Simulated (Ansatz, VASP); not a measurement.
# Se in VASP and in Ansatz

Contents of INCAR:

```
PREC = Accurate
ENCUT = 520
EDIFF = 1E-6
ISMEAR = 0
SIGMA = 0.15
LREAL = F
LASPH = T
NELM = 100
ALGO = Normal
ISIF = 2
LWAVE = F
LCHARG = F
NBANDS = 9
```

File KPOINTS:

```
regular mesh
0
Gamma
  16 16 16
```

Contents of POSCAR:

```
Se
1.0
    2.7684045747      0.0000000000      0.0000000000
    0.0000000000      2.7684045747      0.0000000000
    0.0000000000      0.0000000000      2.8527214653
Se
1
Direct
    0.0000000000      0.0000000000      0.0000000000
```

Input for Ansatz:

```yaml
crystal:
  lattice:
    - [2.7684045747, 0.0, 0.0]
    - [0.0, 2.7684045747, 0.0]
    - [0.0, 0.0, 2.8527214653]
  atoms:
    - { symbol: Se, position: [0.0, 0.0, 0.0] }
basis:
  ecutwfc: 420
kpoints:
  mp_grid: { grid: [16, 16, 16] }
hamiltonian:
  xc: lda
scf:
  occupations: { method: gaussian, width: 0.15 }
output:
  forces: true
  stress: true
  eigenvalues: true
```

Change from the starting cell: strain -0.015 along x and y, +0.015 along z, atoms carried along.

Alike in both runs: task single point; functional LDA; k mesh 16 × 16 × 16; occupations gaussian, width 0.15 eV; no spin polarisation.

|  | VASP | Ansatz |
| --- | --- | --- |
| version | VASP 6.6.1 | Ansatz 0.2.0 |
| potentials or method | VASP PAW LDA potentials, release 64 (Se), cutoff 520 eV | scalar-relativistic, plane waves, PAW |
| valence electrons in the cell | 6 | 16 |

|  | VASP | Ansatz | Ansatz less VASP |
| --- | --- | --- | --- |
| gap on the k mesh at the Fermi level (eV) | none | none | - |
| pressure (GPa) | -2.1 | -2.3 | -0.15 |
| traceless stress, the component that is largest in VASP (GPa) | -1.29 | -1.27 | +0.021 |

LDA's correlation is that of Perdew and Zunger in VASP and of Perdew and Wang (1992) in Ansatz. A gap of «none» marks a metal or a gap that the smearing closes. VASP's potentials hold 6 valence electrons a cell and Ansatz's 16, so a difference there can come from the potentials and not from the codes.
